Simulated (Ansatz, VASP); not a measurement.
## Two plane-wave programs on Bi2Se3

Contents of INCAR:

```
PREC = Accurate
ENCUT = 520
EDIFF = 1E-6
ISMEAR = 0
SIGMA = 0.03
LREAL = F
LASPH = T
NELM = 80
ALGO = Normal
ISIF = 2
LWAVE = F
LCHARG = T
GGA = PS
LELF = T
LVHAR = T
NBANDS = 32
```

The input KPOINTS:

```
Automatic mesh
0
Gamma
  12 12 12
```

File POSCAR:

```
Bi2Se3
1.0
    1.9057793531      1.1003022225      9.5453300000
   -1.9057793531      1.1003022225      9.5453300000
    0.0000000000     -2.2006044450      9.5453300000
Bi Se
2 3
Direct
    0.4008000000      0.4008000000      0.4008000000
    0.5992000000      0.5992000000      0.5992000000
    0.0000000000      0.0000000000      0.0000000000
    0.2117000000      0.2117000000      0.2117000000
    0.7883000000      0.7883000000      0.7883000000
```

Input for Ansatz:

```yaml
crystal:
  lattice:
    - [1.9057793531, 1.1003022225, 9.54533]
    - [-1.9057793531, 1.1003022225, 9.54533]
    - [0.0, -2.200604445, 9.54533]
  atoms:
    - { symbol: Bi, position: [0.4008, 0.4008, 0.4008] }
    - { symbol: Bi, position: [0.5992, 0.5992, 0.5992] }
    - { symbol: Se, position: [0.0, 0.0, 0.0] }
    - { symbol: Se, position: [0.2117, 0.2117, 0.2117] }
    - { symbol: Se, position: [0.7883, 0.7883, 0.7883] }
basis:
  ecutwfc: 420
kpoints:
  mp_grid: { grid: [12, 12, 12] }
hamiltonian:
  xc: pbesol
scf:
  occupations: { method: gaussian, width: 0.03 }
output:
  forces: true
  stress: true
  eigenvalues: true
```

Change from the starting cell: strain -0.080 along x and y, +0.000 along z, atoms carried along.

Alike in both runs: task single point; functional PBEsol; k mesh 12 × 12 × 12; occupations gaussian, width 0.03 eV; no spin polarisation.

|  | VASP | Ansatz |
| --- | --- | --- |
| version | VASP 6.6.1 | Ansatz 0.2.0 |
| potentials or method | VASP PAW PBE potentials, release 64 (Bi_d, Se), cutoff 520 eV | scalar-relativistic, plane waves, PAW |
| valence electrons in the cell | 48 | 78 |

```tsv
	VASP	Ansatz	Ansatz less VASP
gap on the k mesh at the Fermi level (eV)	0.25	0.24	-0.002
least direct gap on the mesh (eV)	0.25	0.24	-0.002
pressure (GPa)	14.9	14.7	-0.14
traceless stress, the component that is largest in VASP (GPa)	-2.46	-2.47	-0.010
rms of the force components (eV/Å)	0.670	0.656	-0.0144
```

VASP's potentials were made for PBE, not for PBEsol. Atom by atom the forces differ by 0.015 eV/Å (rms over components). With one functional, cell and mesh, what is left measures potentials, basis and numerics. VASP's potentials hold 48 valence electrons a cell and Ansatz's 78, so a difference there can come from the potentials and not from the codes.

Spin-orbit coupling is off throughout.
